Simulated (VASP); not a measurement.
Write the native input for VASP 6.6.1 that does the following.

```
Task                   : single point
Functional             : PBEsol
Potentials or basis    : VASP PAW PBE potentials, release 64 (Li_sv)
Cutoff                 : 520 eV
k mesh                 : 10 × 10 × 10
Occupations            : gaussian, width 0.1 eV
Spin                   : no spin polarisation
Dipole correction      : no
Further INCAR settings : ALGO = Normal; EDIFF = 1e-06; NBANDS = 14
```

The structure of Li lies in POSCAR:

```
Li
1.0
    4.4544848777      0.0000000000      0.0000000000
    0.0000000000      4.4544848777      0.0000000000
    0.0000000000      0.0000000000      4.4544848777
Li
4
Direct
    0.9069710757      0.0930289243      0.5930289243
    0.4069710757      0.4069710757      0.4069710757
    0.0930289243      0.5930289243      0.9069710757
    0.5930289243      0.9069710757      0.0930289243
```

This cell differs from its parent crystal: strained.

One way to write it, as run:

INCAR

```
SYSTEM = Li
  PREC = Accurate
  ENCUT = 520
  EDIFF = 1E-6
  ISMEAR = 0
  SIGMA = 0.1
  LREAL = .FALSE.
  LASPH = .TRUE.
  NELM = 100
  ALGO = Normal
  ISIF = 2
  LWAVE = .FALSE.
  LCHARG = .FALSE.
  GGA = PS
  NBANDS = 14
```

KPOINTS

```
regular mesh
0
G
  10 10 10
  0 0 0
```

Potentials or basis: VASP PAW PBE potentials, release 64 (Li_sv).

The run is started by

```sh
$ cat potpaw_PBE.64/Li_sv/POTCAR > POTCAR
$ mpirun -np 1 vasp_std > vasp.out
```

Results of the run:

```
Largest force          : 0.312 eV/Å
Band gap on the k mesh : zero (band 6 reaches 2.32 eV, above the bottom of band 7 at 0.27 eV)
```

Caveat: the cell differs from its parent crystal (strained); the PAW data sets were made with another functional, which shifts forces and pressure a little.

Wall time 35 s on 1 thread of AMD EPYC 9R45 96-Core Processor (Zen 5), on a shared host, peak memory 0.19 GiB.
